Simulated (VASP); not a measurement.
A run of VASP 6.6.1 is set up as follows.

File INCAR:

```
SYSTEM = Sr
PREC     = Accurate       ! precision mode
ENCUT    = 520            ! plane-wave cutoff, eV
EDIFF    = 1E-6           ! SCF threshold, eV
ISMEAR   = -1             ! smearing method
SIGMA    = 0.05           ! smearing width, eV
LREAL    = .FALSE.        ! projectors in reciprocal space
LASPH    = .TRUE.         ! aspherical terms in the spheres
NELM     = 100            ! most SCF steps
ALGO     = Normal         ! electronic algorithm
ISIF     = 2              ! what is computed and relaxed
LWAVE    = .FALSE.        ! write WAVECAR
LCHARG   = .FALSE.        ! write CHGCAR
LDIPOL   = .TRUE.       
IDIPOL   = 3            
DIPOL    = 0.5 0.5 0.500
GGA      = PE             ! functional
NBANDS   = 28             ! bands
```

The input KPOINTS:

```
regular mesh
0
G
  9 9 1
  0 0 0
```

Contents of POSCAR:

```
Sr
1.0
    4.2697043870      0.0000000000      0.0000000000
    0.0000000000      4.2697043870      0.0000000000
    0.0000000000      0.0000000000     29.0574000000
Sr
4
Direct
    0.2500000000      0.2500000000      0.3441462282
    0.7500000000      0.7500000000      0.4480487423
    0.2500000000      0.2500000000      0.5519512571
    0.7500000000      0.7500000000      0.6558537718
```

Potentials or basis: VASP PAW PBE potentials, release 64 (Sr_sv).

Command:

```bash
$ cat potpaw_PBE.64/Sr_sv/POTCAR > POTCAR
$ mpirun -np 1 vasp_std > vasp.out
```

Question: What does it give for the band gap on the k mesh?

Answer: Zero (band 20 reaches -0.68 eV, above the bottom of band 21 at -0.71 eV).

Question: Predict the largest force.

Answer: 0.056 eV/Å.

Forces on the atoms (eV/Å):
```
Sr   0.000  0.000  0.048
Sr   0.000  0.000 -0.056
Sr   0.000  0.000  0.056
Sr   0.000  0.000 -0.048
```
